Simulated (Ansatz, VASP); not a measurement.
# Two plane-wave programs on Al2Cu

```
Al Cu
1.0
    -2.07483    2.07483    2.63665
     2.07483   -2.07483    2.63665
     2.07483    2.07483   -2.63665
Al Cu
2 1
Direct
  0.75000 0.25000 0.50000
  0.25000 0.75000 0.50000
  0.50000 0.50000 0.00000
```

Change from the starting cell: strain +e along x and -e along y +0.0000, strain +e along z and -e/2 along x and y -0.0700.

Alike in both runs: task single point; functional LDA; k mesh 14 × 14 × 14; occupations gaussian, width 0.15 eV; no spin polarisation.

|  | VASP | Ansatz |
| --- | --- | --- |
| version | VASP 6.6.1 | Ansatz 0.2.0 |
| potentials or method | VASP PAW LDA potentials, release 64 (Al, Cu), cutoff 520 eV | scalar-relativistic, plane waves, PAW |
| valence electrons in the cell | 17 | 25 |

Ansatz gave:

| Property | Result |
| --- | --- |
| gap on the k mesh at the Fermi level (eV) | none |
| pressure (GPa) | 1.3 |
| traceless stress, the component that is largest in VASP (GPa) | 9.33 |

Problem. What did VASP give for the same quantities?

Solution. gap on the k mesh at the Fermi level (eV): none; pressure (GPa): 1.8; traceless stress, the component that is largest in VASP (GPa): 9.27.

Ansatz warns that its potentials were made for another functional, while VASP's fit it. LDA's correlation is that of Perdew and Zunger in VASP and of Perdew and Wang (1992) in Ansatz. A gap of «none» marks a metal or a gap that the smearing closes. VASP's potentials hold 17 valence electrons a cell and Ansatz's 25, so a difference there can come from the potentials and not from the codes.
